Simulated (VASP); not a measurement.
Set up this calculation in VASP 6.6.1, as the native input.

* Task: single point
* Functional: r2SCAN
* Potentials or basis: VASP PAW PBE potentials, release 64 (Ni)
* Cutoff: 520 eV
* k mesh: 11 × 11 × 11
* Occupations: fermi-dirac, width 0.1 eV
* Spin: collinear spin
* Starting moments: [0.0, 2.0] μB
* Dipole correction: no
* Further INCAR settings: ALGO = Normal; EDIFF = 1e-07; NBANDS = 21

Ni:

```
Ni
1.0
     3.52510    1.76255    1.76255
     1.76255    3.52510    1.76255
     1.76255    1.76255    3.52510
Ni
2
Direct
  0.00000 0.00000 0.00000
  0.50000 0.50000 0.50000
```

These files were run (other wordings do the same):

POSCAR

```
Ni
1.0
    3.5251000000      1.7625500000      1.7625500000
    1.7625500000      3.5251000000      1.7625500000
    1.7625500000      1.7625500000      3.5251000000
Ni
2
Direct
    0.0000000000      0.0000000000      0.0000000000
    0.5000000000      0.5000000000      0.5000000000
```

INCAR.step1

```
SYSTEM = Ni
ALGO     = Normal         ! electronic algorithm
EDIFF    = 1E-4           ! SCF threshold, eV
ENCUT    = 520            ! plane-wave cutoff, eV
GGA      = PE             ! functional
ISMEAR   = -1             ! smearing method
ISPIN    = 2              ! spin polarisation
LASPH    = .TRUE.         ! aspherical terms in the spheres
LCHARG   = .FALSE.        ! write CHGCAR
LMAXMIX  = 4              ! l up to which the mixer works
LREAL    = .FALSE.        ! projectors in reciprocal space
LWAVE    = .TRUE.         ! write WAVECAR
MAGMOM   = 0 2            ! initial moments
NBANDS   = 21             ! bands
NELM     = 150            ! most SCF steps
PREC     = Accurate       ! precision mode
SIGMA    = 0.1            ! smearing width, eV
```

INCAR.step2

```
SYSTEM = Ni
ALGO     = Normal         ! electronic algorithm
EDIFF    = 1E-7           ! SCF threshold, eV
ENCUT    = 520            ! plane-wave cutoff, eV
ISIF     = 2              ! what is computed and relaxed
ISMEAR   = -1             ! smearing method
ISPIN    = 2              ! spin polarisation
ISTART   = 1            
LASPH    = .TRUE.         ! aspherical terms in the spheres
LCHARG   = .TRUE.         ! write CHGCAR
LELF     = .TRUE.         ! ELF
LMAXMIX  = 4              ! l up to which the mixer works
LMIXTAU  = .TRUE.       
LORBIT   = 11             ! projections on sites
LREAL    = .FALSE.        ! projectors in reciprocal space
LVHAR    = .TRUE.       
LWAVE    = .FALSE.        ! write WAVECAR
MAGMOM   = 0 2            ! initial moments
METAGGA  = R2SCAN         ! meta-GGA
NBANDS   = 21             ! bands
NELM     = 150            ! most SCF steps
PREC     = Accurate       ! precision mode
SIGMA    = 0.1            ! smearing width, eV
```

KPOINTS

```
k-points
0
G
  11 11 11
  0 0 0
```

Potentials or basis: VASP PAW PBE potentials, release 64 (Ni).

The run is started by

```sh
$ cat potpaw_PBE.64/Ni/POTCAR > POTCAR
$ cp INCAR.step1 INCAR
$ mpirun -np 1 vasp_std > vasp.out
$ cp INCAR.step2 INCAR
$ mpirun -np 1 vasp_std > vasp.out
```

Results of the run:

| Property | Result |
| --- | --- |
| Pressure | -7.5 GPa |
| Net moment | 1.44 μB per cell |
| Site moments | Ni +0.74 μB |
| Valence electrons inside the program's atomic spheres | Ni 9.33 |

Caveat: the cell stands under tension; the PAW data sets were made with another functional, which shifts forces and pressure a little.

Wall time 20 min on 1 thread of Intel Xeon 8259CL (shared host), peak memory 0.28 GiB.
